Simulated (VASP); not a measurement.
**HfO2: single point with PBE**

Crystal: HfO2.

```
CELL_PARAMETERS angstrom
4.88129 0.00000 0.00000
0.00000 4.88129 0.00000
0.00000 0.00000 3.23803
ATOMIC_POSITIONS crystal
Hf 0.97501 0.97501 0.94673
Hf 0.50000 0.50000 0.50000
O 0.19484 0.80516 0.50000
O 0.30516 0.30516 0.00000
O 0.69484 0.69484 0.00000
O 0.80516 0.19484 0.50000
```

This cell differs from its parent crystal: atom 1 (Hf) moved by -0.172 Å along [1 1 0] and -0.172 Å along [0 0 1].

| Item | Value |
| --- | --- |
| Program | VASP 6.6.1 |
| Task | single point |
| Functional | PBE |
| Potentials or basis | VASP PAW PBE potentials, release 64 (Hf_pv, O) |
| Cutoff | 520 eV |
| k mesh | 6 × 6 × 8 |
| Occupations | gaussian, width 0.05 eV |
| Spin | no spin polarisation |
| Dipole correction | no |
| Further INCAR settings | ALGO = Normal; EDIFF = 1e-06; NBANDS = 31 |

```
Pressure               : 0.7 GPa
Largest force          : 3.443 eV/Å
Band gap on the k mesh : 3.69 eV
```

Forces on the atoms (eV/Å):
```
Hf   2.235  2.235  1.365
Hf  -1.421 -1.421 -0.082
O    0.106 -0.374 -0.627
O    0.272  0.272 -0.048
O   -0.818 -0.818  0.019
O   -0.374  0.106 -0.627
```

Stress tensor (GPa, compression positive):
```
 1.39  2.05 -0.52
 2.05  1.39 -0.52
-0.52 -0.52 -0.74
```

Levels at points of the mesh, in eV from the valence-band top:
```tsv
k point	band 19	band 20	band 21	band 22	band 23	band 24	band 25	band 26
(0.00, 0.00, 0.00)	-0.98	-0.87	-0.74	0.00	3.69	4.13	5.04	5.31
(0.50, 0.00, 0.00)	-1.76	-1.33	-1.09	-0.46	4.12	4.59	5.76	6.00
(0.50, 0.50, 0.00)	-1.44	-1.22	-1.04	-0.96	3.91	4.28	5.37	5.68
(0.00, 0.00, 0.50)	-1.94	-1.91	-1.09	-0.99	5.10	5.38	5.58	6.07
(0.50, 0.00, 0.50)	-1.86	-1.67	-1.09	-0.80	4.05	4.21	5.95	6.28
(0.50, 0.50, 0.50)	-1.69	-1.18	-0.65	-0.34	4.64	5.40	5.58	5.61
```

Wall time 3.3 min on 1 thread of AMD EPYC 7R13, with other jobs on the host, peak memory 0.3 GiB.

Caveat: the cell differs from its parent crystal (atom 1 (Hf) moved by -0.172 Å along [1 1 0] and -0.172 Å along [0 0 1]); spin-orbit coupling is left out, which moves the levels of the heavy elements; forces of over 1 eV/Å act on the atoms, so gaps and moduli don't describe the material at rest. A k mesh can miss the band edges.
